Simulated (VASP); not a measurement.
Write the native input for VASP 6.6.1 that does the following.

| Item | Value |
| --- | --- |
| Task | single point |
| Functional | revPBE |
| Potentials or basis | VASP PAW PBE potentials, release 64 (V_sv) |
| Cutoff | 520 eV |
| k mesh | 14 × 14 × 14 |
| Occupations | fermi-dirac, width 0.1 eV |
| Spin | no spin polarisation |
| Dipole correction | no |
| Further INCAR settings | ALGO = Normal; EDIFF = 1e-07; NBANDS = 12 |

The structure of V lies in POSCAR:

```
V
1.0
    2.3606634581      0.0000000000      0.0000000000
    0.0000000000      2.3606634581      0.0000000000
    0.0000000000      0.0000000000      2.3606634581
V
1
Direct
    0.0000000000      0.0000000000      0.0000000000
```

This cell differs from its parent crystal: volume scaled by 0.88.

The input as run:

INCAR

```
PREC = Accurate
ENCUT = 520
EDIFF = 1E-7
ISMEAR = -1
SIGMA = 0.1
LREAL = False
LASPH = True
NELM = 60
ALGO = Normal
ISIF = 2
LWAVE = False
LCHARG = False
GGA = RE
NBANDS = 12
```

KPOINTS

```
regular mesh
0
Gamma
  14 14 14
```

Potentials or basis: VASP PAW PBE potentials, release 64 (V_sv).

Command:

```sh
$ cat potpaw_PBE.64/V_sv/POTCAR > POTCAR
$ mpirun -np 1 vasp_std > vasp.out
```

It gave:

```yaml
Pressure: 22.1 GPa
```

Caveat: the PAW data sets were made with another functional, which shifts forces and pressure a little.

It took 21 s on 1 thread of AMD EPYC 7R13, with other jobs on the host, peak memory 0.1 GiB.
